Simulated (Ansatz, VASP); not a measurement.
# Al: VASP beside Ansatz

INCAR

```
SYSTEM = Al
PREC     = Accurate       ! precision mode
ENCUT    = 520            ! plane-wave cutoff, eV
EDIFF    = 1E-7           ! SCF threshold, eV
ISMEAR   = 0              ! smearing method
SIGMA    = 0.1            ! smearing width, eV
LREAL    = .False.        ! projectors in reciprocal space
LASPH    = .True.         ! aspherical terms in the spheres
NELM     = 80             ! most SCF steps
ALGO     = Fast           ! electronic algorithm
ISIF     = 2              ! what is computed and relaxed
LWAVE    = .False.        ! write WAVECAR
LCHARG   = .False.        ! write CHGCAR
GGA      = PE             ! functional
NBANDS   = 10             ! bands
```

KPOINTS

```
regular mesh
0
Gamma
  14 14 8
  0 0 0
```

The input POSCAR:

```
Al
1.0
    2.8967727629      0.0035999428      0.0132747893
   -1.4452687395      2.4621114402      0.0077086297
    0.0229715320      0.0286657465      4.9561566975
Al
2
Direct
    0.6598403462      0.3227242862      0.7469939489
    0.3401596538      0.6772757138      0.2530060511
```

Input for Ansatz:

```yaml
crystal:
  lattice:
    - [2.8967727629, 0.0035999428, 0.0132747893]
    - [-1.4452687395, 2.4621114402, 0.0077086297]
    - [0.022971532, 0.0286657465, 4.9561566975]
  atoms:
    - { symbol: Al, position: [0.6598403462, 0.3227242862, 0.7469939489] }
    - { symbol: Al, position: [0.3401596538, 0.6772757138, 0.2530060511] }
basis:
  ecutwfc: 420
kpoints:
  mp_grid: { grid: [14, 14, 8] }
hamiltonian:
  xc: pbe
scf:
  occupations: { method: gaussian, width: 0.1 }
output:
  forces: true
  stress: true
  eigenvalues: true
```

Change from the starting cell: all atoms moved at random, cell strained at random.

Alike in both runs: task single point; functional PBE; k mesh 14 × 14 × 8; occupations gaussian, width 0.1 eV; no spin polarisation.

|  | VASP | Ansatz |
| --- | --- | --- |
| version | VASP 6.6.1 | Ansatz 0.2.0 |
| potentials or method | VASP PAW PBE potentials, release 64 (Al), cutoff 520 eV | scalar-relativistic, plane waves, PAW |
| valence electrons in the cell | 6 | 6 |

|  | VASP | Ansatz | Ansatz less VASP |
| --- | --- | --- | --- |
| gap on the k mesh at the Fermi level (eV) | none | none | - |
| pressure (GPa) | -3.8 | -3.7 | +0.03 |
| traceless stress, the component that is largest in VASP (GPa) | 1.04 | 1.05 | +0.010 |
| rms of the force components (eV/Å) | 0.048 | 0.049 | +0.0001 |

Atom by atom the forces differ by 0.000 eV/Å (rms over components). A gap of «none» marks a metal or a gap that the smearing closes.
